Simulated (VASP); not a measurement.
# NaSi2I2 (I4/mmm) in VASP: a series of runs, part 2 of 2

VASP 6.6.1. The steps go on from the part before.

## (3) Single point, r2SCAN

This run uses another cell than the first one, of 27.57 Å³/atom, 1.317 times its volume.

The input, POSCAR:

```
NaSi2I2
1.0
    0.0000000000      4.8114020000      0.0000000000
    4.8114020000      0.0000000000      0.0000000000
    2.4057010000      2.4057010000     -5.9547050000
Si Na I
2 1 2
Direct
    0.3840000000      0.3840000000      0.2320000000
    0.6160000000      0.6160000000      0.7680000000
    0.0000000000      0.0000000000      0.0000000000
    0.7500000000      0.2500000000      0.5000000000
    0.2500000000      0.7500000000      0.5000000000
```

The input, INCAR.step1:

```
PREC = Accurate
ENCUT = 520
ISMEAR = 1
SIGMA = 0.0501
LREAL = False
LASPH = True
NELM = 80
NBANDS = 22
GGA = PE
ALGO = Normal
EDIFF = 1E-4
LWAVE = True
LCHARG = False
```

The input, INCAR.step2:

```
PREC = Accurate
ENCUT = 520
EDIFF = 1E-6
ISMEAR = 1
SIGMA = 0.0501
LREAL = False
LASPH = True
NELM = 80
ALGO = Normal
ISIF = 2
LWAVE = False
LCHARG = False
METAGGA = R2SCAN
LMIXTAU = True
NBANDS = 22
ISTART = 1
```

The input, KPOINTS:

```
regular mesh
0
Gamma
  6 6 6
```

Potentials or basis: VASP PAW PBE potentials, release 64 (Si, Na_pv, I).

Launch:

```console
cat potpaw_PBE.64/Si/POTCAR potpaw_PBE.64/Na_pv/POTCAR potpaw_PBE.64/I/POTCAR > POTCAR
cp INCAR.step1 INCAR
mpirun -np 1 vasp_std > vasp.out
cp INCAR.step2 INCAR
mpirun -np 1 vasp_std > vasp.out
```

OUTCAR:

```text
PREC = Accurate
   ENCUT = 520
   EDIFF = 1E-6
   ISMEAR = 1
   LREAL = False
   LASPH = True
   NELM = 80
   ISIF = 2
   METAGGA = R2SCAN
   ISTART = 1

 ion  position               nearest neighbor table
   1  0.384  0.384  0.232-   2 2.76   4 2.89   5 2.89   5 2.89   4 2.89
   2  0.616  0.616  0.768-   1 2.76   4 2.89   5 2.89   4 2.89   5 2.89
   3  0.000  0.000  0.000-
   4  0.750  0.250  0.500-   1 2.89   1 2.89   2 2.89   2 2.89   5 3.40   5 3.40   5 3.40   5 3.40

   5  0.250  0.750  0.500-   1 2.89   1 2.89   2 2.89   2 2.89   4 3.40   4 3.40   4 3.40   4 3.40

  LATTYP: Found a body centered tetragonal cell.
 ALAT       =     4.8114020000
 C/A-ratio  =     2.4752473395

  Lattice vectors:

 A1 = (  -2.4057010000,   2.4057010000,   5.9547050000)
 A2 = (   2.4057010000,  -2.4057010000,   5.9547050000)
 A3 = (   2.4057010000,   2.4057010000,  -5.9547050000)

Analysis of symmetry for initial positions (statically):
=====================================================================
 Subroutine PRICEL returns:
 Original cell was already a primitive cell.

[... 169 lines left out ...]
  ext. energy  EPLUGINS =         0.00000000
  ---------------------------------------------------
  free energy    TOTEN  =       -66.52461494 eV

  energy without entropy =      -66.52503945  energy(sigma->0) =      -66.52475644

 E-fermi :   5.4170     XC(G=0):  -9.2433

 val. band max:        5.3955449071   @ k =  -0.3333   0.0000   0.3333
 cond. band min:       5.4185436076   @ k =  -0.3333   0.0000   0.1667
 fundamental gap:      0.0229987005
 Fermi energy:         5.4169645912

 k-point     1 :       0.0000    0.0000    0.0000
  band No.  band energies     occupation
      1     -20.6039      2.00000
      2     -20.5745      2.00000
      3     -20.5745      2.00000
      4     -10.7257      2.00000
      5      -8.1698      2.00000
      6      -3.1658      2.00000
[... 589 lines left out ...]
     21      10.6403      0.00000
     22      11.1393      0.00000

 [... further k-points ...]
[... 5 lines left out ...]
  --------------------------------------------------------------------------------------
  -------------------------------------------------------------------------------------
  Total        7.6071801      7.6071801     -1.6709152      0.0000000     -0.0000000      0.0000000
  in kB       88.4159753     88.4159753    -19.4205469      0.0000000     -0.0000000      0.0000000
  external PRESSURE =      52.4704679 kB  Pullay stress =       0.0000000 kB

 VOLUME and BASIS-vectors are now :
 -----------------------------------------------------------------------------
  energy-cutoff  :      520.00
  volume of cell :      137.85
      direct lattice vectors                 reciprocal lattice vectors
     0.000000000  4.811402000  0.000000000     0.000000000  0.207839628  0.083967216
     4.811402000  0.000000000  0.000000000     0.207839628  0.000000000  0.083967216
     2.405701000  2.405701000 -5.954705000     0.000000000  0.000000000 -0.167934432

 POSITION                                       TOTAL-FORCE (eV/Angst)
 -----------------------------------------------------------------------------------
      2.40570      2.40570     -1.38149        -0.000000     -0.000000      1.469191
      4.81140      4.81140     -4.57321         0.000000      0.000000     -1.469191
      0.00000      0.00000      0.00000        -0.000000      0.000000      0.000000
      2.40570      4.81140     -2.97735        -0.000000     -0.000000      0.000000
      4.81140      2.40570     -2.97735         0.000000      0.000000      0.000000
 -----------------------------------------------------------------------------------
    total drift:                               -0.000000      0.000000      0.000000

  FREE ENERGIE OF THE ION-ELECTRON SYSTEM (eV)
  ---------------------------------------------------
  free  energy   TOTEN  =       -66.5246149365 eV

  energy  without entropy=      -66.5250394465  energy(sigma->0) =      -66.52475644
```

OSZICAR.step1:

```text
N       E                     dE             d eps       ncg     rms          rms(c)
DAV:   1     0.172135708099E+03    0.17214E+03   -0.11724E+04  1328   0.111E+03
DAV:   2     0.368520641086E+01   -0.16845E+03   -0.16071E+03  1542   0.239E+02
DAV:   3    -0.116185414960E+02   -0.15304E+02   -0.14682E+02  1688   0.704E+01
DAV:   4    -0.121696367682E+02   -0.55110E+00   -0.54813E+00  1732   0.128E+01
DAV:   5    -0.121824663601E+02   -0.12830E-01   -0.12827E-01  1776   0.211E+00    0.121E+01
DAV:   6    -0.120653653264E+02    0.11710E+00   -0.22149E-01  1586   0.195E+00    0.741E+00
DAV:   7    -0.120525973184E+02    0.12768E-01   -0.11909E-01  1768   0.142E+00    0.101E+00
DAV:   8    -0.120496564979E+02    0.29408E-02   -0.21461E-02  1512   0.657E-01    0.273E-01
DAV:   9    -0.120496604663E+02   -0.39684E-05   -0.20118E-03  1614   0.204E-01    0.735E-02
DAV:  10    -0.120496625696E+02   -0.21033E-05   -0.79206E-05  1152   0.466E-02
   1 F= -.12049663E+02 E0= -.12049454E+02  d E =-.625600E-03
```

It took 9.2 min on 1 thread of Oxide Virtual Turin-like, shared host; peak memory 0.29 GiB.

Results:

```
Free energy   : -66.5246 eV
Pressure      : 5.2 GPa
Largest force : 1.469 eV/Å
```

Forces in eV/Å, atoms in the order of the input:
```
Si   0.000  0.000  1.469
Si   0.000  0.000 -1.469
Na   0.000  0.000  0.000
I    0.000  0.000  0.000
I    0.000  0.000  0.000
```

Levels at points of the mesh, in eV from the Fermi level:
| k point | band 12 | band 13 | band 14 | band 15 | band 16 | band 17 |
| --- | --- | --- | --- | --- | --- | --- |
| (0.00, 0.00, 0.00) | -3.06 | -2.50 | -0.88 | -0.30 | -0.30 | 1.75 |
| (0.50, 0.00, 0.00) | -4.32 | -1.91 | -0.05 | 0.22 | 0.85 | 1.68 |
| (0.50, 0.50, 0.00) | -1.20 | -1.19 | -1.15 | -0.08 | 1.36 | 1.40 |
| (0.00, 0.00, 0.50) | -2.83 | -2.83 | -2.35 | 0.75 | 0.75 | 0.92 |

Caveat: the PAW data sets were made with another functional, which shifts forces and pressure a little; spin-orbit coupling is left out, which moves the levels of the heavy elements; an odd number of electrons without spin polarisation forces a metal; a magnetic or distorted state may lie lower.
